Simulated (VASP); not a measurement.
The system is KCl.

```
K Cl
1.0
     3.86462    0.00000    0.00000
     0.00000    3.86462    0.00000
     0.00000    0.00000    3.86462
K Cl
1 1
Direct
  0.00000 0.00000 0.00000
  0.50000 0.50000 0.50000
```

This cell differs from its parent crystal: volume scaled by 1.02.

Base run:

- Program: VASP 6.6.1
- Functional: PBE
- Potentials or basis: VASP PAW PBE potentials, release 64 (K_sv, Cl)
- Cutoff: 520 eV
- k mesh: 7 × 7 × 7
- Occupations: fermi-dirac, width 0.05 eV
- Spin: no spin polarisation

Its results: band gap on the k mesh 4.74 eV, indirect (least direct gap 4.91 eV); pressure -0.4 GPa.

Task: The run is repeated on the same cell with these changes: functional from PBE to PBEsol. What comes out?

Result: Band gap on the k mesh 4.56 eV, indirect (least direct gap 4.75 eV); pressure -1.7 GPa.

PBEsol binds more tightly than PBE, so the same cell stands under less pressure.

Caveats: the PAW data sets were made with another functional, which shifts forces and pressure a little (some runs).

A k mesh can miss the band edges.
